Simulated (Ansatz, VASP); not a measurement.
**BaTiO3 in VASP and in Ansatz**

INCAR

```
  PREC = Accurate
  ENCUT = 520
  EDIFF = 1E-7
  ISMEAR = -1
  SIGMA = 0.05
  LREAL = F
  LASPH = T
  NELM = 100
  ALGO = Normal
  ISIF = 2
  LWAVE = F
  LCHARG = F
  NBANDS = 28
```

File KPOINTS:

```
regular mesh
0
Gamma
  8 8 8
```

File POSCAR:

```
BaTiO3
1.0
    3.9804045588      0.0000000000      0.0000000000
    0.0000000000      3.9804045588      0.0000000000
    0.0000000000      0.0000000000      3.9804045588
Ba Ti O
1 1 3
Direct
    0.5000000000      0.5000000000      0.5000000000
    0.0000000000      0.0000000000      0.0000000000
    0.5000000000      0.0000000000      0.0000000000
    0.0000000000      0.5000000000      0.0000000000
    0.0000000000      0.0000000000      0.5000000000
```

Input for Ansatz:

```yaml
crystal:
  lattice:
    - [3.9804045588, 0.0, 0.0]
    - [0.0, 3.9804045588, 0.0]
    - [0.0, 0.0, 3.9804045588]
  atoms:
    - { symbol: Ba, position: [0.5, 0.5, 0.5] }
    - { symbol: Ti, position: [0.0, 0.0, 0.0] }
    - { symbol: O, position: [0.5, 0.0, 0.0] }
    - { symbol: O, position: [0.0, 0.5, 0.0] }
    - { symbol: O, position: [0.0, 0.0, 0.5] }
kpoints:
  mp_grid: { grid: [8, 8, 8] }
  band_path:
    path:
      - [0.0, 0.0, 0.0]
      - [0.0, 0.5, 0.0]
      - [0.5, 0.5, 0.0]
      - [0.0, 0.0, 0.0]
      - [0.5, 0.5, 0.5]
      - [0.0, 0.5, 0.0]
      - [0.5, 0.5, 0.5]
      - [0.5, 0.5, 0.0]
    npoints: 5
scf:
  occupations: { method: fermi_dirac, width: 0.05 }
hamiltonian:
  xc: lda
  pseudopotentials: { kind: all_electron, lapw: { basis_error: 0.001 } }
output:
  forces: true
  stress: true
  eigenvalues: true
```

Change from the starting cell: volume scaled by 0.98.

Alike in both runs: task single point; functional LDA; k mesh 8 × 8 × 8; occupations fermi-dirac, width 0.05 eV; no spin polarisation.

|  | VASP | Ansatz |
| --- | --- | --- |
| version | VASP 6.6.1 | Ansatz 0.2.0 |
| potentials or method | VASP PAW LDA potentials, release 64 (Ba_sv, Ti_sv, O), cutoff 520 eV | all-electron LAPW, scalar-relativistic |

Ansatz gave:

```
pressure (GPa) : -6.2
```

Question: Estimate VASP's values.

Answer: Pressure (GPa): -4.1.

LDA's correlation is that of Perdew and Zunger in VASP and of Perdew and Wang (1992) in Ansatz. Ansatz ran all-electron here, and VASP with PAW potentials.

Neither program's run includes spin-orbit coupling.
